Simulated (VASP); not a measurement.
## CaO: single point with PBEsol

The system is CaO.

```
CELL_PARAMETERS angstrom
0.00000 2.50758 2.50758
2.50758 0.00000 2.50758
2.50758 2.50758 0.00000
ATOMIC_POSITIONS crystal
Ca 0.00000 0.00000 0.00000
O 0.50000 0.50000 0.50000
```

| Quantity | Value |
| --- | --- |
| Program | VASP 6.6.1 |
| Task | single point |
| Functional | PBEsol |
| Potentials or basis | VASP PAW PBE potentials, release 64 (Ca_sv, O) |
| Cutoff | 520 eV |
| k mesh | 6 × 6 × 6 |
| Occupations | fermi-dirac, width 0.1 eV |
| Spin | no spin polarisation |

```
Pressure               : -12.3 GPa
Band gap on the k mesh : 3.55 eV, indirect (least direct gap 3.62 eV)
```

Levels at points of the mesh, in eV from the valence-band top:
| k point | band 4 | band 5 | band 6 | band 7 | band 8 | band 9 | band 10 | band 11 | band 12 | band 13 |
| --- | --- | --- | --- | --- | --- | --- | --- | --- | --- | --- |
| (0.00, 0.00, 0.00) | -18.84 | -15.21 | 0.00 | 0.00 | 0.00 | 3.62 | 5.87 | 5.87 | 5.87 | 7.19 |
| (0.50, 0.00, 0.00) | -18.88 | -14.42 | -2.40 | -0.99 | -0.99 | 6.43 | 7.41 | 7.69 | 7.69 | 9.45 |
| (0.50, 0.50, 0.00) | -19.00 | -14.97 | -1.34 | -0.39 | -0.39 | 3.55 | 7.14 | 8.21 | 8.75 | 8.75 |

It took 11 s on 1 thread of AMD EPYC 7R13 Processor (Zen 3), with other jobs on the host, peak memory 0.12 GiB.

Caveat: the PAW data sets were made with another functional, which shifts forces and pressure a little. A hybrid or GW would open this gap; PBEsol tends to underestimate it.
